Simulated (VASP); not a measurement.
# TiC (Fm-3m) in VASP: a series of runs

TiC is run at these levels: r2SCAN; tasks: single point.

Everything below comes from runs of VASP 6.6.1. Logs are shortened: lines on timing, memory, paths and dates and some standing lists are left out, and cuts for length are marked.

**1. The cell of the first run**

The structure is cubic, space group Fm-3m (No. 225). Conventional cell: a = 4.284 Å, b = 4.284 Å, c = 4.284 Å, α = 90.00°, β = 90.00°, γ = 90.00°. Ti (site symmetry m-3m) has 6 C at 2.14 Å within 2.8 Å. Within 2.8 Å of C (site symmetry m-3m) lie 6 Ti at 2.14 Å.

**2. Single point, r2SCAN (9.83 Å³/atom)**

File POSCAR:

```
TiC
1.0
    0.0000000000      2.1420470719      2.1420470719
    2.1420470719      0.0000000000      2.1420470719
    2.1420470719      2.1420470719      0.0000000000
Ti C
1 1
Direct
    0.0000000000      0.0000000000      0.0000000000
    0.5000000000      0.5000000000      0.5000000000
```

File INCAR.step1:

```
PREC = Accurate ; ENCUT = 1430
ISMEAR = 0 ; SIGMA = 0.1
LREAL = F ; LASPH = T
NELM = 120 ; NBANDS = 15
GGA = PE ; ALGO = Normal
EDIFF = 1E-5 ; LWAVE = T
LCHARG = F ; GGA_COMPAT = F
```

File INCAR.step2:

```
PREC = Accurate ; ENCUT = 1430
EDIFF = 1E-6 ; ISMEAR = 0
SIGMA = 0.1 ; LREAL = F
LASPH = T ; NELM = 120
ALGO = Normal ; ISIF = 2
LWAVE = F ; LCHARG = F
METAGGA = R2SCAN ; LMIXTAU = T
NBANDS = 15 ; ISTART = 1
GGA_COMPAT = F
```

File KPOINTS:

```
Automatic mesh
0
Gamma
  16 16 16
```

Potentials or basis: VASP PAW PBE potentials, release 64 (Ti_sv, C_h).

Started as:

```console
$ cat potpaw_PBE.64/Ti_sv/POTCAR potpaw_PBE.64/C_h/POTCAR > POTCAR
$ cp INCAR.step1 INCAR
$ mpirun -np 1 vasp_std > vasp.out
$ cp INCAR.step2 INCAR
$ mpirun -np 1 vasp_std > vasp.out
```

OUTCAR:

```text
PREC = Accurate
   ENCUT = 1430
   EDIFF = 1E-6
   ISMEAR = 0
   LREAL = F
   LASPH = T
   NELM = 120
   ISIF = 2
   METAGGA = R2SCAN
   ISTART = 1

 ion  position               nearest neighbor table
   1  0.000  0.000  0.000-   2 2.14   2 2.14   2 2.14   2 2.14   2 2.14   2 2.14
   2  0.500  0.500  0.500-   1 2.14   1 2.14   1 2.14   1 2.14   1 2.14   1 2.14

  LATTYP: Found a face centered cubic cell.
 ALAT       =     4.2840941438

  Lattice vectors:

 A1 = (   0.0000000000,   2.1420470719,   2.1420470719)
 A2 = (   2.1420470719,   0.0000000000,   2.1420470719)
 A3 = (   2.1420470719,   2.1420470719,   0.0000000000)

Analysis of symmetry for initial positions (statically):
=====================================================================
 Subroutine PRICEL returns:
 Original cell was already a primitive cell.

 Routine SETGRP: Setting up the symmetry group for a
 face centered cubic supercell.

 Subroutine GETGRP returns: Found 48 space group operations
 (whereof 48 operations were pure point group operations)
 out of a pool of 48 trial point group operations.

The static configuration has the point symmetry O_h .

Analysis of symmetry for dynamics (positions and initial velocities):
=====================================================================
 Subroutine PRICEL returns:
 Original cell was already a primitive cell.

 Routine SETGRP: Setting up the symmetry group for a
 face centered cubic supercell.

 Subroutine GETGRP returns: Found 48 space group operations
 (whereof 48 operations were pure point group operations)
 out of a pool of 48 trial point group operations.

The dynamic configuration has the point symmetry O_h .

 Subroutine INISYM returns: Found 48 space group operations
 (whereof 48 operations are pure point group operations),
 and found     1 'primitive' translations

----------------------------------------------------------------------------------------

                                     Primitive cell

  volume of cell :      19.6570

  direct lattice vectors                    reciprocal lattice vectors
     0.000000000  2.142047072  2.142047072    -0.233421574  0.233421574  0.233421574
     2.142047072  0.000000000  2.142047072     0.233421574 -0.233421574  0.233421574
     2.142047072  2.142047072  0.000000000     0.233421574  0.233421574 -0.233421574

  length of vectors
     3.029312020  3.029312020  3.029312020     0.404298026  0.404298026  0.404298026

  position of ions in fractional coordinates (direct lattice)
     0.000000000  0.000000000  0.000000000
     0.500000000  0.500000000  0.500000000

  ion indices of the primitive-cell ions
   primitive index   ion index
                 1           1
                 2           2

----------------------------------------------------------------------------------------

 KPOINTS: Automatic mesh

Automatic generation of k-mesh.
 Grid dimensions read from file:
 generate k-points for:   16   16   16

 Generating k-lattice:

  Cartesian coordinates                     Fractional coordinates (reciprocal lattice)
    -0.014588848  0.014588848  0.014588848     0.062500000  0.000000000  0.000000000
     0.014588848 -0.014588848  0.014588848     0.000000000  0.062500000  0.000000000
     0.014588848  0.014588848 -0.014588848     0.000000000  0.000000000  0.062500000

  Length of vectors
     0.025268627  0.025268627  0.025268627

  Shift w.r.t. Gamma in fractional coordinates (k-lattice)
     0.000000000  0.000000000  0.000000000

 Subroutine IBZKPT returns following result:
 ===========================================

 Found    145 irreducible k-points:

 Following reciprocal coordinates:
            Coordinates               Weight
  0.000000  0.000000  0.000000      1.000000
  0.062500  0.000000  0.000000      8.000000
  0.125000  0.000000  0.000000      8.000000
  0.187500  0.000000  0.000000      8.000000
  0.250000  0.000000  0.000000      8.000000
  0.312500  0.000000  0.000000      8.000000
[... 16 lines left out ...]
 -0.125000  0.062500  0.000000     24.000000
 -0.062500  0.062500  0.000000     12.000000
 [... further k-points ...]
   k-points           NKPTS =    145   k-points in BZ     NKDIM =    145   number of bands    NBANDS=     15
   number of dos      NEDOS =    301   number of ions     NIONS =      2
   total plane-waves  NPLWV =  64000
   dimension x,y,z NGX =    40 NGY =   40 NGZ =   40
   dimension x,y,z NGXF=    80 NGYF=   80 NGZF=   80
   ions per type =               1   1
   NGX,Y,Z   is equivalent  to a cutoff of  21.95, 21.95, 21.95 a.u.
   NGXF,Y,Z  is equivalent  to a cutoff of  43.90, 43.90, 43.90 a.u.
 SYSTEM =  unknown system
   PREC   = accura    normal or accurate (medium, high low for compatibility)
   ISTART =      1    job   : 0-new  1-cont  2-samecut
   ICHARG =      0    charge: 1-file 2-atom 10-const
   ISPIN  =      1    spin polarized calculation?
   LNONCOLLINEAR =      F non collinear calculations
   LSORBIT =      F    spin-orbit coupling
   LASPH  =      T    aspherical Exc in radial PAW
   ENCUT  = 1430.0 eV 105.10 Ry   10.25 a.u.   9.34  9.34  9.34*2*pi/ulx,y,z
   NELM   =    120;   NELMIN=  2; NELMDL=  0     # of ELM steps
   EDIFF  = 0.1E-05   stopping-criterion for ELM
   LREAL  =      F    real-space projection
   EDIFFG = 0.1E-04   stopping-criterion for IOM
   NSW    =      0    number of steps for IOM
   IBRION =     -1    ionic relax: 0-MD 1-quasi-New 2-CG
   NFREE  =      0    steps in history (QN), initial steepest desc. (CG)
   ISIF   =      2    stress and relaxation
   ISYM   =      2    0-nonsym 1-usesym 2-fastsym
   POTIM  = 0.5000    time-step for ionic-motion
   TEBEG  =    0.0;   TEEND  =   0.0 temperature during run
   PSTRESS=    0.0 pullay stress
   NELECT =      16.0000    total number of electrons
   NUPDOWN=      -1.0000    fix difference up-down
   EMIN   =  10.00;   EMAX   =-10.00  energy-range for DOS
   EFERMI =   0.00;   METHOD = LEGACY
   ISMEAR =     0;   SIGMA  =   0.10  broadening in eV -4-tet -1-fermi 0-gaus
   EFERMI_NEDOS =   21; number of points for ismear=-14 and -15
   IALGO  =     38    algorithm
   IMIX   =      4    mixing-type and parameters
     AMIX     =   0.40;   BMIX     =  1.00
     AMIX_MAG =   1.60;   BMIX_MAG =  1.00
  volume/ion in A,a.u.               =       9.83        66.33
  Fermi-wavevector in a.u.,A,eV,Ry     =   1.528537  2.888515 31.788976  2.336424
  Thomas-Fermi vector in A             =   2.636282
   LORBIT       =      0    0 simple, 1 ext, 2 COOP (PROOUT), +10 PAW based schemes
   METAGGA = R2SCAN    functional components
   LHFCALC =     F    Hartree Fock is set to
   AEXX    =    0.0000 exact exchange contribution
   IVDW    =     0    specifies the selected vdW correction
   LEPSILON=     F    determine dielectric tensor
   LRPA    =     F    only Hartree local field effects (RPA)
 non-spin polarized calculation
 Gauss-broadening in eV      SIGMA  =   0.10
  energy-cutoff  :     1430.00
  volume of cell :       19.66
 maximum number of plane-waves:      2450
 NGX is ok and might be reduce to    40
   NGX = 19   NGY = 19   NGZ = 19

 number of electron      16.0000000 magnetization

 Free energy of the ion-electron system (eV)
  ---------------------------------------------------
  ext. energy  EPLUGINS =         0.00000000
  ---------------------------------------------------
  free energy    TOTEN  =       -24.86139126 eV

  energy without entropy =      -24.85941067  energy(sigma->0) =      -24.86040096

 E-fermi :  10.2260     XC(G=0): -13.7841

 val. band max:       10.2063070382   @ k =   0.1875   0.1875   0.0000
 cond. band min:      10.2267967443   @ k =   0.4375   0.3750   0.0000
 fundamental gap:      0.0204897062
 Fermi energy:        10.2259827674

 k-point     1 :       0.0000    0.0000    0.0000
  band No.  band energies     occupation
      1     -48.6423      2.00000
      2     -23.6039      2.00000
      3     -23.6039      2.00000
      4     -23.6039      2.00000
      5      -3.1280      2.00000
      6      11.1118      0.00000
      7      11.1118      0.00000
      8      11.1118      0.00000
      9      11.9399      0.00000
     10      11.9399      0.00000
     11      11.9399      0.00000
     12      12.0244      0.00000
     13      12.0244      0.00000
     14      21.9352      0.00000
     15      25.1997      0.00000

 k-point     2 :       0.0625    0.0000    0.0000
  band No.  band energies     occupation
      1     -48.6390      2.00000
      2     -23.6269      2.00000
      3     -23.6059      2.00000
      4     -23.6059      2.00000
      5      -3.0335      2.00000
      6      10.5615      0.00000
      7      10.7611      0.00000
      8      10.7611      0.00000
      9      11.3695      0.00000
     10      11.3695      0.00000
     11      12.2757      0.00000
     12      13.0873      0.00000
     13      13.0873      0.00000
     14      22.1048      0.00000
     15      25.2346      0.00000

 k-point     3 :       0.1250    0.0000    0.0000
  band No.  band energies     occupation
      1     -48.6296      2.00000
      2     -23.6922      2.00000
      3     -23.6116      2.00000
      4     -23.6116      2.00000
      5      -2.7558      2.00000
      6       9.5742      2.00000
      7       9.8546      2.00000
      8       9.8546      2.00000
      9      11.5228      0.00000
     10      11.5228      0.00000
     11      12.6880      0.00000
     12      14.2535      0.00000
     13      14.2535      0.00000
     14      22.5087      0.00000
     15      25.2546      0.00000
[... 343 lines left out ...]
 k-point    23 :      -0.1250    0.0625    0.0000
  band No.  band energies     occupation
      1     -48.6227      2.00000
      2     -23.7300      2.00000
      3     -23.6330      2.00000
      4     -23.6081      2.00000
      5      -2.5496      2.00000
      6       8.9945      2.00000
      7       9.2625      2.00000
      8       9.6077      2.00000
      9      11.4402      0.00000
     10      11.9630      0.00000
     11      13.0214      0.00000
     12      14.1154      0.00000
     13      15.3084      0.00000
     14      22.7773      0.00000
     15      25.2340      0.00000

 k-point    24 :      -0.0625    0.0625    0.0000
  band No.  band energies     occupation
      1     -48.6337      2.00000
      2     -23.6587      2.00000
      3     -23.6188      2.00000
      4     -23.6048      2.00000
      5      -2.8789      2.00000
      6       9.9746      1.99962
      7      10.0923      1.94140
      8      10.2589      0.64143
      9      11.2324      0.00000
     10      11.7603      0.00000
     11      12.6587      0.00000
     12      13.2543      0.00000
     13      14.1632      0.00000
     14      22.3646      0.00000
     15      25.2651      0.00000

 [... further k-points ...]

------------------------ aborting loop because EDIFF is reached ----------------------------------------

  FORCE on cell =-STRESS in cart. coord.  units (eV):
  Direction    XX          YY          ZZ          XY          YZ          ZX
  --------------------------------------------------------------------------------------
  -------------------------------------------------------------------------------------
  Total        1.1587328      1.1587328      1.1587328      0.0000000     -0.0000000      0.0000000
  in kB       94.4445442     94.4445442     94.4445442      0.0000000     -0.0000000      0.0000000
  external PRESSURE =      94.4445442 kB  Pullay stress =       0.0000000 kB

 VOLUME and BASIS-vectors are now :
 -----------------------------------------------------------------------------
  energy-cutoff  :     1430.00
  volume of cell :       19.66
      direct lattice vectors                 reciprocal lattice vectors
     0.000000000  2.142047072  2.142047072    -0.233421574  0.233421574  0.233421574
     2.142047072  0.000000000  2.142047072     0.233421574 -0.233421574  0.233421574
     2.142047072  2.142047072  0.000000000     0.233421574  0.233421574 -0.233421574

 POSITION                                       TOTAL-FORCE (eV/Angst)
 -----------------------------------------------------------------------------------
      0.00000      0.00000      0.00000         0.000000     -0.000000      0.000000
      2.14205      2.14205      2.14205        -0.000000      0.000000      0.000000
 -----------------------------------------------------------------------------------
    total drift:                                0.000000     -0.000000     -0.000000

  FREE ENERGIE OF THE ION-ELECTRON SYSTEM (eV)
  ---------------------------------------------------
  free  energy   TOTEN  =       -24.8613912595 eV

  energy  without entropy=      -24.8594106676  energy(sigma->0) =      -24.86040096
```

It took 6.1 min on 1 thread of Intel Xeon 6975P-C (Granite Rapids), shared host; peak memory 0.41 GiB.

What came out:

```
Free energy            : -24.8614 eV
Pressure               : 9.4 GPa
Band gap on the k mesh : zero (bands 8 and 9 overlap by 1.34 eV)
```

Levels at points of the mesh, in eV from the Fermi level:
```csv
k point,band 5,band 6,band 7,band 8,band 9,band 10,band 11,band 12
"(0.00, 0.00, 0.00)",-13.35,0.89,0.89,0.89,1.71,1.71,1.71,1.80
"(0.50, 0.00, 0.00)",-9.69,-6.24,-3.23,-3.23,3.29,3.29,4.58,8.86
"(0.50, 0.50, 0.00)",-11.07,-3.70,-1.61,-0.11,-0.11,2.87,3.95,3.95
```

Caveat: the cell stands under pressure; the PAW data sets were made with another functional, which shifts forces and pressure a little.

(Part 1 of 2 ends here.)

The gap in the log of VASP goes by the Fermi energy; the results here count the filled bands.